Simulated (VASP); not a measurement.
A run of VASP 6.6.1:

INCAR

```
PREC     = Accurate       # precision mode
ENCUT    = 600            # plane-wave cutoff, eV
EDIFF    = 1E-7           # SCF threshold, eV
ISMEAR   = 0              # smearing method
SIGMA    = 0.1            # smearing width, eV
LREAL    = False          # projectors in reciprocal space
LASPH    = True           # aspherical terms in the spheres
NELM     = 60             # most SCF steps
ALGO     = Normal         # electronic algorithm
ISIF     = 3              # what is computed and relaxed
LWAVE    = False          # write WAVECAR
LCHARG   = False          # write CHGCAR
GGA      = PE             # functional
IBRION   = 2              # ionic algorithm
NSW      = 90             # ionic steps
EDIFFG   = -0.04          # ionic threshold
```

Contents of KPOINTS:

```
regular mesh
0
Gamma
  6 6 6
```

Contents of POSCAR:

```
Sc3Re
1.0
   -2.0102681917      2.0102681917      4.4904692075
    2.0102681917     -2.0102681917      4.4904692075
    2.0102681917      2.0102681917     -4.4904692075
Sc Re
3 1
Direct
    0.5000000000      0.5000000000      0.0000000000
    0.2500000000      0.7500000000      0.5000000000
    0.7500000000      0.2500000000      0.5000000000
    0.0000000000      0.0000000000      0.0000000000
```

Potentials or basis: VASP PAW PBE potentials, release 64 (Sc_sv, Re).

The run is started by

```console
$ cat potpaw_PBE.64/Sc_sv/POTCAR potpaw_PBE.64/Re/POTCAR > POTCAR
$ mpirun -np 1 vasp_std > vasp.out
```

Hardware: 1 thread of AMD EPYC 7R13, with other jobs on the host.

Q: How long does it take, and how much memory?

A: Run time: 33 min on 1 thread of AMD EPYC 7R13 (shared host), peak memory 0.28 GiB. Counts: scf iterations 157, k points 30, ion steps 15.
